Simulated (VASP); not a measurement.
Here is a VASP 6.6.1 calculation.

The input INCAR:

```
ALGO     = Normal         # electronic algorithm
EDIFF    = 1E-7           # SCF threshold, eV
ENCUT    = 520            # plane-wave cutoff, eV
GGA      = RP             # functional
ISIF     = 2              # what is computed and relaxed
ISMEAR   = -1             # smearing method
LASPH    = True           # aspherical terms in the spheres
LCHARG   = False          # write CHGCAR
LREAL    = False          # projectors in reciprocal space
LWAVE    = False          # write WAVECAR
NBANDS   = 18             # bands
NELM     = 60             # most SCF steps
PREC     = Accurate       # precision mode
SIGMA    = 0.05           # smearing width, eV
```

Contents of KPOINTS:

```
k-points
0
Gamma
  9 9 9
```

Contents of POSCAR:

```
HfO2
1.0
    0.0000000000      2.5229349520      2.5229349520
    2.5229349520      0.0000000000      2.5229349520
    2.5229349520      2.5229349520      0.0000000000
Hf O
1 2
Direct
    0.0000000000      0.0000000000      0.0000000000
    0.7500000000      0.7500000000      0.7500000000
    0.2500000000      0.2500000000      0.2500000000
```

Potentials or basis: VASP PAW PBE potentials, release 64 (Hf_pv, O).

The run is started by

```console
$ cat potpaw_PBE.64/Hf_pv/POTCAR potpaw_PBE.64/O/POTCAR > POTCAR
$ mpirun -np 1 vasp_std > vasp.out
```

Predict the band gap on the k mesh.

4.04 eV, indirect (least direct gap 4.18 eV).

Predict the pressure.

9.3 GPa.

Caveat: the PAW data sets were made with another functional, which shifts forces and pressure a little; spin-orbit coupling is left out, which moves the levels of the heavy elements. Expect the measured gap to be larger: semilocal functionals such as RPBE lack the derivative discontinuity.
